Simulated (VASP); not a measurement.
Wanted: the native input for a VASP 6.6.1 run.

```
Task                   : single point
Functional             : LDA
Potentials or basis    : VASP PAW LDA potentials, release 64 (Mg, S)
Cutoff                 : 600 eV
k mesh                 : 6 × 6 × 6
Occupations            : gaussian, width 0.1 eV
Spin                   : no spin polarisation
Dipole correction      : no
Further INCAR settings : ALGO = Normal; EDIFF = 1e-06; NBANDS = 11
```

The structure of MgS lies in POSCAR:

```
MgS
1.0
    0.0000000000      2.6043975600      2.6043975600
    2.6043975600      0.0000000000      2.6043975600
    2.6043975600      2.6043975600      0.0000000000
Mg S
1 1
Direct
    0.0000000000      0.0000000000      0.0000000000
    0.5000000000      0.5000000000      0.5000000000
```

One way to write it, as run:

INCAR

```
PREC = Accurate
ENCUT = 600
EDIFF = 1E-6
ISMEAR = 0
SIGMA = 0.1
LREAL = F
LASPH = T
NELM = 120
ALGO = Normal
ISIF = 2
LWAVE = F
LCHARG = F
NBANDS = 11
GGA_COMPAT = F
```

KPOINTS

```
regular mesh
0
Gamma
  6 6 6
```

Potentials or basis: VASP PAW LDA potentials, release 64 (Mg, S).

The run is started by

```bash
$ cat potpaw_LDA.64/Mg/POTCAR potpaw_LDA.64/S/POTCAR > POTCAR
$ mpirun -np 1 vasp_std > vasp.out
```

Results of the run:

```
Pressure               : -4.0 GPa
Band gap on the k mesh : 2.55 eV (least direct gap 3.47 eV)
```

Caveat: the cell stands under tension.

It took 5.4 s on 1 thread of Intel(R) Xeon(R) Platinum 8488C (Sapphire Rapids), on a shared host, peak memory 0.15 GiB.
